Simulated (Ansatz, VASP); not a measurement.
P: VASP beside Ansatz

Contents of INCAR:

```
ALGO = Normal
EDIFF = 1E-7
ENCUT = 520
GGA = PS
ISIF = 2
ISMEAR = -1
LASPH = True
LCHARG = False
LREAL = False
LWAVE = False
NBANDS = 8
NELM = 100
PREC = Accurate
SIGMA = 0.1
```

The input KPOINTS:

```
k-points
0
Gamma
  17 17 17
```

Contents of POSCAR:

```
P
1.0
    0.0000000000      1.6107002642      1.6107002642
    1.6107002642      0.0000000000      1.6107002642
    1.6107002642      1.6107002642      0.0000000000
P
1
Direct
    0.0000000000      0.0000000000      0.0000000000
```

Input for Ansatz:

```yaml
crystal:
  lattice:
    - [0.0, 1.6107002642, 1.6107002642]
    - [1.6107002642, 0.0, 1.6107002642]
    - [1.6107002642, 1.6107002642, 0.0]
  atoms:
    - { symbol: P, position: [0.0, 0.0, 0.0] }
kpoints:
  mp_grid: { grid: [17, 17, 17] }
scf:
  occupations: { method: fermi_dirac, width: 0.1 }
hamiltonian:
  xc: pbesol
  pseudopotentials: { kind: all_electron, lapw: { basis_error: 0.001 } }
output:
  forces: true
  stress: true
  eigenvalues: true
  populations: true
```

Change from the starting cell: volume scaled by 0.6, LAPW.

Alike in both runs: task single point; functional PBEsol; k mesh 17 × 17 × 17; occupations fermi-dirac, width 0.1 eV; no spin polarisation.

```csv
,VASP,Ansatz
version,VASP 6.6.1,Ansatz 0.2.0
potentials or method,"VASP PAW PBE potentials, release 64 (P), cutoff 520 eV","all-electron LAPW, scalar-relativistic"
```

Ansatz gave:

* pressure (GPa): 142.9

Question: Which values does VASP return?

Answer: Pressure (GPa): 142.5.

VASP's potentials were made for PBE, not for PBEsol. Both programs put the cell under a high pressure, so it lies far from rest at this level. Ansatz ran all-electron here, and VASP with PAW potentials.

Noted on VASP's run: the cell as given lies far from equilibrium.
